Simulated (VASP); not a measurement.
A run of VASP 6.6.1:

The input INCAR:

```
ALGO     = Normal         # electronic algorithm
EDIFF    = 1E-7           # SCF threshold, eV
ENCUT    = 520            # plane-wave cutoff, eV
GGA      = PE             # functional
ISIF     = 2              # what is computed and relaxed
ISMEAR   = -1             # smearing method
LASPH    = T              # aspherical terms in the spheres
LCHARG   = T              # write CHGCAR
LELF     = T              # ELF
LREAL    = F              # projectors in reciprocal space
LVHAR    = T            
LWAVE    = F              # write WAVECAR
NBANDS   = 34             # bands
NELM     = 100            # most SCF steps
PREC     = Accurate       # precision mode
SIGMA    = 0.1            # smearing width, eV
```

KPOINTS

```
k-points
0
Gamma
  10 10 6
```

The input POSCAR:

```
TaBi
1.0
    2.6554125678      0.0000000000      0.0000000000
   -1.3277062839      2.2996547412      0.0000000000
    0.0000000000      0.0000000000      9.0186327128
Ta Bi
2 2
Direct
    0.3333333333      0.6666666667      0.0548960163
    0.6666666667      0.3333333333      0.5548960163
    0.3333333333      0.6666666667      0.3211039837
    0.6666666667      0.3333333333      0.8211039837
```

Potentials or basis: VASP PAW PBE potentials, release 64 (Ta_pv, Bi_d).

Launch:

```bash
$ cat potpaw_PBE.64/Ta_pv/POTCAR potpaw_PBE.64/Bi_d/POTCAR > POTCAR
$ mpirun -np 1 vasp_std > vasp.out
```

Hardware: 1 thread of AMD EPYC 9R45 96-Core Processor (Zen 5) (shared host).

Estimate the wall time of this run.

It took 64 s on 1 thread of AMD EPYC 9R45 96-Core Processor (Zen 5) (shared host), peak memory 0.2 GiB. Counts: scf iterations 15, k points 56.
